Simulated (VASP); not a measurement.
Set up this calculation in VASP 6.6.1, as the native input.

- Task: single point
- Functional: PBE
- Potentials or basis: VASP PAW PBE potentials, release 64 (Ti_sv, Co)
- Cutoff: 520 eV
- k mesh: 12 × 12 × 12
- Occupations: gaussian, width 0.1 eV
- Spin: collinear spin, ferromagnetic start
- Starting moments: [0.0, 0.6] μB
- Dipole correction: no
- Further INCAR settings: ALGO = Normal; EDIFF = 1e-07; NBANDS = 22

The structure of TiCo lies in POSCAR:

```
TiCo
1.0
    2.9847288391      0.0000000000      0.0000000000
    0.0000000000      2.9847288391      0.0000000000
    0.0000000000      0.0000000000      2.9847288391
Ti Co
1 1
Direct
    0.0000000000      0.0000000000      0.0000000000
    0.5000000000      0.5000000000      0.5000000000
```

These files were run (other wordings do the same):

INCAR

```
SYSTEM = TiCo
PREC     = Accurate       ! precision mode
ENCUT    = 520            ! plane-wave cutoff, eV
EDIFF    = 1E-7           ! SCF threshold, eV
ISMEAR   = 0              ! smearing method
SIGMA    = 0.1            ! smearing width, eV
LREAL    = .False.        ! projectors in reciprocal space
LASPH    = .True.         ! aspherical terms in the spheres
NELM     = 150            ! most SCF steps
ALGO     = Normal         ! electronic algorithm
ISIF     = 2              ! what is computed and relaxed
LWAVE    = .False.        ! write WAVECAR
LCHARG   = .False.        ! write CHGCAR
ISPIN    = 2              ! spin polarisation
MAGMOM   = 0 0.6          ! initial moments
LORBIT   = 11             ! projections on sites
LMAXMIX  = 4              ! l up to which the mixer works
GGA      = PE             ! functional
NBANDS   = 22             ! bands
```

KPOINTS

```
regular mesh
0
Gamma
  12 12 12
  0 0 0
```

Potentials or basis: VASP PAW PBE potentials, release 64 (Ti_sv, Co).

The run is started by

```sh
$ cat potpaw_PBE.64/Ti_sv/POTCAR potpaw_PBE.64/Co/POTCAR > POTCAR
$ mpirun -np 1 vasp_std > vasp.out
```

It gave:

```
Pressure                                              : -0.6 GPa
Net moment                                            : 0.85 μB per cell
Site moments                                          : Ti -0.02; Co +0.92 μB
Valence electrons inside the program's atomic spheres : Ti 10.29; Co 8.29
```

Wall time 120 s on 1 thread of Oxide Virtual Turin-like Processor, with other jobs on the host, peak memory 0.17 GiB.
